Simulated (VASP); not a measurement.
Input of a VASP 6.6.1 run:

Contents of POSCAR:

```
Si
1.0
   -2.3925516850      2.3939491261      1.3296760978
    2.3939491261     -2.3925516850      1.3296760978
    2.3960276927      2.3960276927     -1.3271166820
Si
2
Direct
    0.0000076927      0.9999923073      1.0000000000
    0.7499923073      0.2500076927      0.5000000000
```

INCAR.step1

```
ALGO = Normal
EDIFF = 1E-4
ENCUT = 520
GGA = PE
ISMEAR = -1
ISYM = 0
LASPH = T
LCHARG = F
LREAL = F
LWAVE = T
NBANDS = 11
NELM = 80
PREC = Accurate
SIGMA = 0.1
```

File INCAR.step2:

```
ALGO = Normal
EDIFF = 1E-6
ENCUT = 520
ISIF = 2
ISMEAR = -1
ISTART = 1
ISYM = 0
LASPH = T
LCHARG = T
LELF = T
LMIXTAU = T
LREAL = F
LVHAR = T
LWAVE = F
METAGGA = R2SCAN
NBANDS = 11
NELM = 80
PREC = Accurate
SIGMA = 0.1
```

File KPOINTS:

```
k-points
0
Gamma
  13 13 9
```

Potentials or basis: VASP PAW PBE potentials, release 64 (Si).

Run with:

```bash
$ cat potpaw_PBE.64/Si/POTCAR > POTCAR
$ cp INCAR.step1 INCAR
$ mpirun -np 1 vasp_std > vasp.out
$ cp INCAR.step2 INCAR
$ mpirun -np 1 vasp_std > vasp.out
```

**Question.** What does it give for the pressure?

**Answer.** -0.1 GPa.

**Question.** Predict the band gap on the k mesh.

**Answer.** Zero (band 4 reaches 11.51 eV, above the bottom of band 5 at 5.05 eV).

Stress tensor (GPa, compression positive):
```
-0.19  0.00  0.00
 0.00 -0.19  0.00
 0.00  0.00 -0.05
```

Caveat: the PAW data sets were made with another functional, which shifts forces and pressure a little.
